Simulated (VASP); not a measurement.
Runs of VASP 6.6.1 on TiO2. The typed cell holds 6 atoms: a = 3.825 Å, b = 3.818 Å, c = 5.516 Å, α = 110.82°, β = 111.06°, γ = 91.00°. 

| potentials or basis | k mesh | cutoff (eV) | second run | gap on the mesh (eV) | pressure (GPa) | largest force (eV/Å) |
| --- | --- | --- | --- | --- | --- | --- |
| VASP PAW PBE potentials, release 64 (Ti_sv, O_h) | 2 × 2 × 2 | 910 | hard_potentials | 2.58 | (b) | 2.19 |
| VASP PAW PBE potentials, release 64 (Ti_sv, O) | 4 × 4 × 2 | 520 | - | 2.58 | -1.4 | 1.99 |
| VASP PAW PBE potentials, release 64 (Ti_sv, O) | 6 × 6 × 6 | 520 | - | 2.58 | -1.4 | (a) |
| VASP PAW PBE potentials, release 64 (Ti_sv, O) | 4 × 4 × 4 | 520 | - | 2.58 | -1.4 | 2.00 |

Alike in all rows: task single point; level r2SCAN; no spin polarisation; cell as given; smearing gaussian 0.02 eV.

Estimate the missing entries.

(a) 1.98; (b) -2.6.

Caveats: some runs use coarse meshes; the PAW data sets were made with another functional, which shifts forces and pressure a little; the cutoff is under 1.25 times the usual one of these potentials, so pressure, stress and relaxed cells hold a basis-set (Pulay) error (some runs).

A k mesh can miss the band edges.
